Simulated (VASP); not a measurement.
# C in VASP: further runs

Runs on C. Level: LDA. Tasks: electric field gradients.

All numbers are computed with VASP 6.6.1; they aren't measurements. Logs are shortened: lines on timing, memory, paths and dates and some standing lists are left out, and cuts for length are marked.

## (1) The cell of the first run

Symmetry: Fd-3m, No. 227, cubic system. Conventional cell: a = 3.579 Å, b = 3.579 Å, c = 3.579 Å, α = 90.00°, β = 90.00°, γ = 90.00°. Within 2.1 Å of C (site symmetry -43m) lie 4 C at 1.55 Å.

## (2) Electric field gradients, LDA (5.73 Å³/atom)

INCAR

```
SYSTEM = C
ALGO = Normal
EDIFF = 1E-8
ENCUT = 1000
GGA_COMPAT = .False.
ISIF = 2
ISMEAR = -1
LASPH = .True.
LCHARG = .False.
LEFG = .True.
LREAL = .False.
LWAVE = .False.
NBANDS = 11
NELM = 120
PREC = Accurate
SIGMA = 0.03
```

KPOINTS

```
k-points
0
Gamma
  16 16 16
  0 0 0
```

POSCAR

```
C
1.0
    0.0000000000      1.7893249605      1.7893249605
    1.7893249605      0.0000000000      1.7893249605
    1.7893249605      1.7893249605      0.0000000000
C
2
Direct
    0.5000000000      0.5000000000      0.5000000000
    0.7500000000      0.7500000000      0.7500000000
```

Potentials or basis: VASP PAW LDA potentials, release 64 (C_h).

On the command line:

```sh
cat potpaw_LDA.64/C_h/POTCAR > POTCAR
mpirun -np 1 vasp_std > vasp.out
```

OUTCAR:

```text
SYSTEM = C
   EDIFF = 1E-8
   ENCUT = 1000
   ISIF = 2
   ISMEAR = -1
   LASPH = .True.
   LREAL = .False.
   NELM = 120
   PREC = Accurate

 ion  position               nearest neighbor table
   1  0.500  0.500  0.500-
   2  0.750  0.750  0.750-

  LATTYP: Found a face centered cubic cell.
 ALAT       =     3.5786499210

  Lattice vectors:

 A1 = (   0.0000000000,   1.7893249605,   1.7893249605)
 A2 = (   1.7893249605,   0.0000000000,   1.7893249605)
 A3 = (   1.7893249605,   1.7893249605,   0.0000000000)

Analysis of symmetry for initial positions (statically):
=====================================================================
 Subroutine PRICEL returns:
 Original cell was already a primitive cell.

 Routine SETGRP: Setting up the symmetry group for a
 face centered cubic supercell.

 Subroutine GETGRP returns: Found 48 space group operations
 (whereof 24 operations were pure point group operations)
 out of a pool of 48 trial point group operations.

The static configuration has the point symmetry T_d .
 The point group associated with its full space group is O_h .

Analysis of symmetry for dynamics (positions and initial velocities):
=====================================================================
 Subroutine PRICEL returns:
 Original cell was already a primitive cell.

 Routine SETGRP: Setting up the symmetry group for a
 face centered cubic supercell.

 Subroutine GETGRP returns: Found 48 space group operations
 (whereof 24 operations were pure point group operations)
 out of a pool of 48 trial point group operations.

The dynamic configuration has the point symmetry T_d .
 The point group associated with its full space group is O_h .

 Subroutine INISYM returns: Found 48 space group operations
 (whereof 24 operations are pure point group operations),
 and found     1 'primitive' translations

----------------------------------------------------------------------------------------

                                     Primitive cell

  volume of cell :      11.4577

  direct lattice vectors                    reciprocal lattice vectors
     0.000000000  1.789324960  1.789324960    -0.279434989  0.279434989  0.279434989
     1.789324960  0.000000000  1.789324960     0.279434989 -0.279434989  0.279434989
     1.789324960  1.789324960  0.000000000     0.279434989  0.279434989 -0.279434989

  length of vectors
     2.530487627  2.530487627  2.530487627     0.483995598  0.483995598  0.483995598

  position of ions in fractional coordinates (direct lattice)
     0.500000000  0.500000000  0.500000000
     0.750000000  0.750000000  0.750000000

  ion indices of the primitive-cell ions
   primitive index   ion index
                 1           1
                 2           2

----------------------------------------------------------------------------------------

 KPOINTS: k-points

Automatic generation of k-mesh.
 Grid dimensions read from file:
 generate k-points for:   16   16   16

 Generating k-lattice:

  Cartesian coordinates                     Fractional coordinates (reciprocal lattice)
    -0.017464687  0.017464687  0.017464687     0.062500000  0.000000000  0.000000000
     0.017464687 -0.017464687  0.017464687     0.000000000  0.062500000  0.000000000
     0.017464687  0.017464687 -0.017464687     0.000000000  0.000000000  0.062500000

  Length of vectors
     0.030249725  0.030249725  0.030249725

  Shift w.r.t. Gamma in fractional coordinates (k-lattice)
     0.000000000  0.000000000  0.000000000

 Subroutine IBZKPT returns following result:
 ===========================================

 Found    145 irreducible k-points:

 Following reciprocal coordinates:
            Coordinates               Weight
  0.000000  0.000000  0.000000      1.000000
  0.062500  0.000000  0.000000      8.000000
  0.125000  0.000000  0.000000      8.000000
  0.187500  0.000000  0.000000      8.000000
  0.250000  0.000000  0.000000      8.000000
  0.312500  0.000000  0.000000      8.000000
[... 16 lines left out ...]
 -0.125000  0.062500  0.000000     24.000000
 -0.062500  0.062500  0.000000     12.000000
 [... further k-points ...]
   k-points           NKPTS =    145   k-points in BZ     NKDIM =    145   number of bands    NBANDS=     11
   number of dos      NEDOS =    301   number of ions     NIONS =      2
   total plane-waves  NPLWV =  21952
   dimension x,y,z NGX =    28 NGY =   28 NGZ =   28
   dimension x,y,z NGXF=    56 NGYF=   56 NGZF=   56
   ions per type =               2
   NGX,Y,Z   is equivalent  to a cutoff of  18.40, 18.40, 18.40 a.u.
   NGXF,Y,Z  is equivalent  to a cutoff of  36.79, 36.79, 36.79 a.u.
 SYSTEM =  C
   PREC   = accura    normal or accurate (medium, high low for compatibility)
   ISTART =      0    job   : 0-new  1-cont  2-samecut
   ICHARG =      2    charge: 1-file 2-atom 10-const
   ISPIN  =      1    spin polarized calculation?
   LNONCOLLINEAR =      F non collinear calculations
   LSORBIT =      F    spin-orbit coupling
   LASPH  =      T    aspherical Exc in radial PAW
   ENCUT  = 1000.0 eV  73.50 Ry    8.57 a.u.   6.52  6.52  6.52*2*pi/ulx,y,z
   NELM   =    120;   NELMIN=  2; NELMDL= -5     # of ELM steps
   EDIFF  = 0.1E-07   stopping-criterion for ELM
   LREAL  =      F    real-space projection
   EDIFFG = 0.1E-06   stopping-criterion for IOM
   NSW    =      0    number of steps for IOM
   IBRION =     -1    ionic relax: 0-MD 1-quasi-New 2-CG
   NFREE  =      0    steps in history (QN), initial steepest desc. (CG)
   ISIF   =      2    stress and relaxation
   ISYM   =      2    0-nonsym 1-usesym 2-fastsym
   POTIM  = 0.5000    time-step for ionic-motion
   TEBEG  =    0.0;   TEEND  =   0.0 temperature during run
   PSTRESS=    0.0 pullay stress
   NELECT =       8.0000    total number of electrons
   NUPDOWN=      -1.0000    fix difference up-down
   EMIN   =  10.00;   EMAX   =-10.00  energy-range for DOS
   EFERMI =   0.00;   METHOD = LEGACY
   ISMEAR =    -1;   SIGMA  =   0.03  broadening in eV -4-tet -1-fermi 0-gaus
   EFERMI_NEDOS =   21; number of points for ismear=-14 and -15
   IALGO  =     38    algorithm
   IMIX   =      4    mixing-type and parameters
     AMIX     =   0.40;   BMIX     =  1.00
     AMIX_MAG =   1.60;   BMIX_MAG =  1.00
  volume/ion in A,a.u.               =       5.73        38.66
  Fermi-wavevector in a.u.,A,eV,Ry     =   1.452353  2.744550 28.699178  2.109330
  Thomas-Fermi vector in A             =   2.569745
   LORBIT       =      0    0 simple, 1 ext, 2 COOP (PROOUT), +10 PAW based schemes
   GGA     = CA    functional components
   LHFCALC =     F    Hartree Fock is set to
   AEXX    =    0.0000 exact exchange contribution
   IVDW    =     0    specifies the selected vdW correction
   LEPSILON=     F    determine dielectric tensor
   LRPA    =     F    only Hartree local field effects (RPA)
 non-spin polarized calculation
  energy-cutoff  :     1000.00
  volume of cell :       11.46
 maximum number of plane-waves:       869
 NGX is ok and might be reduce to    28
   NGX = 13   NGY = 13   NGZ = 13

 number of electron       8.0000000 magnetization

 Free energy of the ion-electron system (eV)
  ---------------------------------------------------
  ext. energy  EPLUGINS =         0.00000000
  ---------------------------------------------------
  free energy    TOTEN  =       -20.24544539 eV

  energy without entropy =      -20.24544539  energy(sigma->0) =      -20.24544539

 E-fermi :  11.2731     XC(G=0): -13.6003

 val. band max:       10.7091105340   @ k =   0.0000   0.0000   0.0000
 cond. band min:      14.7865193580   @ k =   0.3750   0.3750   0.0000
 fundamental gap:      4.0774088240
 Fermi energy:        11.2731410048

 k-point     1 :       0.0000    0.0000    0.0000
  band No.  band energies     occupation
      1     -10.4781      2.00000
      2      10.7091      2.00000
      3      10.7091      2.00000
      4      10.7091      2.00000
      5      16.2243      0.00000
      6      16.2243      0.00000
      7      16.2243      0.00000
      8      24.0305      0.00000
      9      29.5839      0.00000
     10      37.2180      0.00000
     11      37.2180      0.00000
[... 309 lines left out ...]
 k-point    24 :      -0.0625    0.0625    0.0000
  band No.  band energies     occupation
      1     -10.1921      2.00000
      2       9.3165      2.00000
      3       9.6500      2.00000
      4      10.5317      2.00000
      5      16.5124      0.00000
      6      17.0275      0.00000
      7      17.3201      0.00000
      8      24.2087      0.00000
      9      30.0380      0.00000
     10      33.7266      0.00000
     11      34.9778      0.00000

 [... further k-points ...]

------------------------ aborting loop because EDIFF is reached ----------------------------------------

  FORCE on cell =-STRESS in cart. coord.  units (eV):
  Direction    XX          YY          ZZ          XY          YZ          ZX
  --------------------------------------------------------------------------------------
  -------------------------------------------------------------------------------------
  Total       -1.1622603     -1.1622603     -1.1622603      0.0000000      0.0000000      0.0000000
  in kB     -162.5235641   -162.5235641   -162.5235641      0.0000000      0.0000000      0.0000000
  external PRESSURE =    -162.5235641 kB  Pullay stress =       0.0000000 kB

 VOLUME and BASIS-vectors are now :
 -----------------------------------------------------------------------------
  energy-cutoff  :     1000.00
  volume of cell :       11.46
      direct lattice vectors                 reciprocal lattice vectors
     0.000000000  1.789324960  1.789324960    -0.279434989  0.279434989  0.279434989
     1.789324960  0.000000000  1.789324960     0.279434989 -0.279434989  0.279434989
     1.789324960  1.789324960  0.000000000     0.279434989  0.279434989 -0.279434989

 POSITION                                       TOTAL-FORCE (eV/Angst)
 -----------------------------------------------------------------------------------
      1.78932      1.78932      1.78932         0.000000      0.000000      0.000000
      2.68399      2.68399      2.68399        -0.000000     -0.000000     -0.000000
 -----------------------------------------------------------------------------------
    total drift:                                0.000000      0.000000     -0.000000

  FREE ENERGIE OF THE ION-ELECTRON SYSTEM (eV)
  ---------------------------------------------------
  free  energy   TOTEN  =       -20.2454453881 eV

  energy  without entropy=      -20.2454453881  energy(sigma->0) =      -20.24544539

 Electric field gradients (V/A^2)
---------------------------------------------------------------------
 ion       V_xx      V_yy      V_zz      V_xy      V_xz      V_yz
---------------------------------------------------------------------
   1      -0.000    -0.000     0.000    -0.000    -0.000    -0.000
   2      -0.000    -0.000     0.000    -0.000    -0.000    -0.000
---------------------------------------------------------------------

 Electric field gradients after diagonalization (V/A^2)
 (convention: |V_zz| > |V_xx| > |V_yy|)
----------------------------------------------------------------------
 ion       V_xx      V_yy      V_zz     asymmetry (V_yy - V_xx)/ V_zz
----------------------------------------------------------------------
   1       0.000     0.000    -0.000       0.000
   2       0.000     0.000    -0.000       0.000
----------------------------------------------------------------------

           NMR quadrupolar parameters

 Cq : quadrupolar parameter    Cq=e*Q*V_zz/h
 eta: asymmetry parameters     (V_yy - V_xx)/ V_zz
 Q  : nuclear electric quadrupole moment in mb (millibarn)
----------------------------------------------------------------------
 ion       Cq(MHz)       eta       Q (mb)
----------------------------------------------------------------------
   1      -0.000       0.000       1.000
   2      -0.000       0.000       1.000
----------------------------------------------------------------------
```

Run time: 23 s. Hardware: 1 thread of AMD EPYC 9R45 (Zen 5), shared host; peak memory 0.13 GiB.

What came out:

| Quantity | Value |
| --- | --- |
| Free energy | -20.2454 eV |
| Pressure | -16.3 GPa |
| Band gap on the k mesh | 4.08 eV (least direct gap 5.52 eV) |
| Largest electric field gradient by atom | under 0.05 V/Å² on every atom |

Caveat: the cell stands under tension.

## (3) Electric field gradients, LDA (5.62 Å³/atom)

This run uses another cell than the first one, of 5.62 Å³/atom.

INCAR

```
SYSTEM = C
  PREC = Accurate
  ENCUT = 1000
  EDIFF = 1E-8
  ISMEAR = -1
  SIGMA = 0.03
  LREAL = .False.
  LASPH = .True.
  NELM = 120
  ALGO = Normal
  ISIF = 2
  LWAVE = .False.
  LCHARG = .False.
  LEFG = .True.
  NBANDS = 11
  GGA_COMPAT = .False.
```

KPOINTS

```
regular mesh
0
Gamma
  16 16 16
  0 0 0
```

POSCAR

```
C
1.0
    0.0000000000      1.7774354070      1.7774354070
    1.7774354070      0.0000000000      1.7774354070
    1.7774354070      1.7774354070      0.0000000000
C
2
Direct
    0.5000000000      0.5000000000      0.5000000000
    0.7500000000      0.7500000000      0.7500000000
```

Potentials or basis: VASP PAW LDA potentials, release 64 (C_h).

On the command line:

```sh
cat potpaw_LDA.64/C_h/POTCAR > POTCAR
mpirun -np 1 vasp_std > vasp.out
```

OUTCAR:

```text
SYSTEM = C
   PREC = Accurate
   ENCUT = 1000
   EDIFF = 1E-8
   ISMEAR = -1
   LREAL = .False.
   LASPH = .True.
   NELM = 120
   ISIF = 2

 ion  position               nearest neighbor table
   1  0.500  0.500  0.500-
   2  0.750  0.750  0.750-

  LATTYP: Found a face centered cubic cell.
 ALAT       =     3.5548708140

  Lattice vectors:

 A1 = (   0.0000000000,   1.7774354070,   1.7774354070)
 A2 = (   1.7774354070,   0.0000000000,   1.7774354070)
 A3 = (   1.7774354070,   1.7774354070,   0.0000000000)

Analysis of symmetry for initial positions (statically):
=====================================================================
 Subroutine PRICEL returns:
 Original cell was already a primitive cell.

 Routine SETGRP: Setting up the symmetry group for a
 face centered cubic supercell.

 Subroutine GETGRP returns: Found 48 space group operations
 (whereof 24 operations were pure point group operations)
 out of a pool of 48 trial point group operations.

[... 524 lines left out ...]
     0.000000000  1.777435407  1.777435407    -0.281304175  0.281304175  0.281304175
     1.777435407  0.000000000  1.777435407     0.281304175 -0.281304175  0.281304175
     1.777435407  1.777435407  0.000000000     0.281304175  0.281304175 -0.281304175

 POSITION                                       TOTAL-FORCE (eV/Angst)
 -----------------------------------------------------------------------------------
      1.77744      1.77744      1.77744         0.000000      0.000000      0.000000
      2.66615      2.66615      2.66615        -0.000000     -0.000000     -0.000000
 -----------------------------------------------------------------------------------
    total drift:                                0.000000      0.000000     -0.000000

  FREE ENERGIE OF THE ION-ELECTRON SYSTEM (eV)
  ---------------------------------------------------
  free  energy   TOTEN  =       -20.2623913491 eV

  energy  without entropy=      -20.2623913490  energy(sigma->0) =      -20.26239135

 Electric field gradients (V/A^2)
---------------------------------------------------------------------
 ion       V_xx      V_yy      V_zz      V_xy      V_xz      V_yz
---------------------------------------------------------------------
   1      -0.000    -0.000     0.000    -0.000    -0.000    -0.000
   2      -0.000    -0.000     0.000    -0.000    -0.000    -0.000
---------------------------------------------------------------------

 Electric field gradients after diagonalization (V/A^2)
 (convention: |V_zz| > |V_xx| > |V_yy|)
----------------------------------------------------------------------
 ion       V_xx      V_yy      V_zz     asymmetry (V_yy - V_xx)/ V_zz
----------------------------------------------------------------------
   1       0.000     0.000    -0.000       0.000
   2       0.000     0.000    -0.000       0.000
----------------------------------------------------------------------

           NMR quadrupolar parameters

 Cq : quadrupolar parameter    Cq=e*Q*V_zz/h
 eta: asymmetry parameters     (V_yy - V_xx)/ V_zz
 Q  : nuclear electric quadrupole moment in mb (millibarn)
----------------------------------------------------------------------
 ion       Cq(MHz)       eta       Q (mb)
----------------------------------------------------------------------
   1      -0.000       0.000       1.000
   2      -0.000       0.000       1.000
----------------------------------------------------------------------
```

OSZICAR:

```text
N       E                     dE             d eps       ncg     rms          rms(c)
DAV:   1     0.145984611261E+02    0.14598E+02   -0.71392E+03  3206   0.120E+03
DAV:   2    -0.198402232892E+02   -0.34439E+02   -0.32352E+02  4348   0.181E+02
DAV:   3    -0.210475628187E+02   -0.12073E+01   -0.12034E+01  3836   0.282E+01
DAV:   4    -0.210508653179E+02   -0.33025E-02   -0.33022E-02  3467   0.166E+00
DAV:   5    -0.210508696779E+02   -0.43599E-05   -0.43599E-05  3732   0.618E-02    0.497E+00
DAV:   6    -0.204689861469E+02    0.58188E+00   -0.30694E-01  3373   0.388E+00    0.267E+00
DAV:   7    -0.202625247681E+02    0.20646E+00   -0.36990E-01  3581   0.422E+00    0.355E-01
DAV:   8    -0.202624035770E+02    0.12119E-03   -0.87104E-03  3397   0.873E-01    0.288E-02
DAV:   9    -0.202623900377E+02    0.13539E-04   -0.41138E-05  3628   0.538E-02    0.142E-02
DAV:  10    -0.202623914404E+02   -0.14028E-05   -0.34615E-06  3588   0.169E-02    0.300E-03
DAV:  11    -0.202623913518E+02    0.88634E-07   -0.18305E-07  3599   0.408E-03    0.285E-04
DAV:  12    -0.202623913491E+02    0.27226E-08   -0.33648E-09  2192   0.538E-04
   1 F= -.20262391E+02 E0= -.20262391E+02  d E =-.182997E-10
```

Wall time 17 s (1 thread of Intel Xeon 6975P-C (Granite Rapids), shared host); peak memory 0.15 GiB.

What came out:

```yaml
Free_energy: -20.2624 eV
Pressure: -7.8 GPa
Band_gap_on_the_k_mesh: 4.13 eV (least direct gap 5.57 eV)
Largest_electric_field_gradient_by_atom: under 0.05 V/Å² on every atom
```

Levels at points of the mesh, in eV from the valence-band top:
| k point | band 2 | band 3 | band 4 | band 5 | band 6 | band 7 |
| --- | --- | --- | --- | --- | --- | --- |
| (0.00, 0.00, 0.00) | 0.00 | 0.00 | 0.00 | 5.57 | 5.57 | 5.57 |
| (0.50, 0.00, 0.00) | -13.47 | -2.82 | -2.82 | 8.43 | 8.43 | 9.15 |
| (0.50, 0.50, 0.00) | -12.68 | -6.35 | -6.35 | 4.73 | 4.73 | 16.77 |

Caveat: the cell stands under tension.

(Part 1 of 2 ends here.)
